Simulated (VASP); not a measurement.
Input of a VASP 6.6.1 run:

Contents of INCAR:

```
SYSTEM = Au
PREC = Accurate ; ENCUT = 520
EDIFF = 1E-6 ; ISMEAR = -1
SIGMA = 0.1 ; LREAL = .False.
LASPH = .True. ; NELM = 100
ALGO = Normal ; ISIF = 2
LWAVE = .False. ; LCHARG = .True.
GGA = B5 ; ALDAX = 1.0
AGGAX = 1.0 ; AGGAC = 1.0
ALDAC = 0.0 ; LELF = .True.
LVHAR = .True. ; NBANDS = 12
```

File KPOINTS:

```
Automatic mesh
0
Gamma
  13 13 13
  0 0 0
```

Contents of POSCAR:

```
Au
1.0
    2.8529439766      0.0000000000      0.0000000000
    0.0000000000      2.8529439766      0.0000000000
    0.0000000000      0.0000000000      2.8529439766
Au
1
Direct
    0.0000000000      0.0000000000      0.0000000000
```

Potentials or basis: VASP PAW PBE potentials, release 64 (Au).

The run is started by

```sh
$ cat potpaw_PBE.64/Au/POTCAR > POTCAR
$ mpirun -np 1 vasp_std > vasp.out
```

**Question.** What does it give for the pressure?

**Answer.** -2.5 GPa.

Caveat: the PAW data sets were made with another functional, which shifts forces and pressure a little.
